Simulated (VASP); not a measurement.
Input of a VASP 6.6.1 run:

File INCAR:

```
SYSTEM = Si2Sn
  PREC = Accurate
  ENCUT = 500
  EDIFF = 1E-6
  ISMEAR = 0
  SIGMA = 0.2
  LREAL = .False.
  LASPH = .True.
  NELM = 120
  ALGO = Normal
  ISIF = 2
  LWAVE = .False.
  LCHARG = .True.
  GGA = PE
  LELF = .True.
  LVHAR = .True.
  NBANDS = 31
  GGA_COMPAT = .False.
```

KPOINTS

```
Automatic mesh
0
Gamma
  4 4 3
  0 0 0
```

File POSCAR:

```
Si2Sn
1.0
    5.1763363921      0.0000000028      0.0000000000
   -2.5881681985      4.4828388126      0.0000000000
    0.0000000000      0.0000000000      5.6611921286
Si Sn
4 2
Direct
    0.5000000000      0.0000000000      0.5000000000
    0.0000000000      0.5000000000      0.5000000000
    0.5000000000      0.5000000000      0.5000000000
    0.0000000000      0.0000000000      0.0000000000
    0.3333333333      0.6666666667      0.0000000000
    0.6666666667      0.3333333333      0.0000000000
```

Potentials or basis: VASP PAW PBE potentials, release 64 (Si, Sn_d).

Run with:

```console
$ cat potpaw_PBE.64/Si/POTCAR potpaw_PBE.64/Sn_d/POTCAR > POTCAR
$ mpirun -np 1 vasp_std > vasp.out
```

Estimate the band gap on the k mesh.

zero (bands 22 and 23 overlap by 2.79 eV).

What does it give for the pressure?

0.4 GPa.

Stress tensor (GPa, compression positive):
```
0.31 0.00 0.00
0.00 0.31 0.00
0.00 0.00 0.52
```

Caveat: the k points lie up to 0.37 Å⁻¹ apart, too coarse for converged energies and pressures of a metal; spin-orbit coupling is left out, which moves the levels of the heavy elements.
